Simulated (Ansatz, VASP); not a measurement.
## Two plane-wave programs on C

```
C
1.0
     1.22805   -2.12706    0.00000
     1.22805    2.12706    0.00000
     0.00000    0.00000    7.17327
C
4
Direct
  0.08338 0.91662 0.75314
  0.58338 0.41662 0.24686
  0.91662 0.08338 0.24686
  0.41662 0.58338 0.75314
```

Alike in both runs: task relaxation of cell and atoms; functional PBE; k mesh 18 × 18 × 6; occupations gaussian, width 0.1 eV; no spin polarisation.

|  | VASP | Ansatz |
| --- | --- | --- |
| version | VASP 6.6.1 | Ansatz 0.2.0 |
| potentials or method | VASP PAW PBE potentials, release 64 (C), cutoff 600 eV | scalar-relativistic, plane waves, PAW |
| valence electrons in the cell | 16 | 16 |

```csv
,VASP,Ansatz,Ansatz less VASP
"gap on the k mesh at the Fermi level, each at its own relaxed structure (eV)",none,none,-
relaxed volume (Å³/atom),10.82,11.23,+0.414
relaxed length of the cell vector where the two differ most in proportion (Å),8.208,8.529,+0.3203
```

A gap of «none» marks a metal or a gap that the smearing closes.

Noted on VASP's run: the volume moved by over 15 % at a fixed basis, so the end points are rough.
